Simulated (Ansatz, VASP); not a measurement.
Two plane-wave programs on SnTe

```
Sn Te
1.0
     0.00000    3.14430    3.14430
     3.14430    0.00000    3.14430
     3.14430    3.14430    0.00000
Sn Te
1 1
Direct
  0.00000 0.00000 0.00000
  0.50000 0.50000 0.50000
```

Alike in both runs: functional PBEsol; k mesh 12 × 12 × 12; occupations fermi-dirac, width 0.05 eV; no spin polarisation.

Ansatz relaxed the structure, and its values are those at the end. VASP's run is a single point on that final structure, the one shown.

```csv
,VASP,Ansatz
version,VASP 6.6.1,Ansatz 0.2.0
potentials or method,"VASP PAW PBE potentials, release 64 (Sn_d, Te)","PAW with Ansatz's default frozen-core files, scalar-relativistic"
plane-wave cutoff (eV),520,420
valence electrons in the cell,20,30
```

|  | VASP | Ansatz | Ansatz less VASP |
| --- | --- | --- | --- |
| pressure (GPa) | 0.0 | 0.0 | -0.01 |

VASP's potentials were made for PBE, not for PBEsol. VASP's potentials hold 20 valence electrons a cell and Ansatz's 30, so a difference there can come from the potentials and not from the codes.

Neither program's run includes spin-orbit coupling.
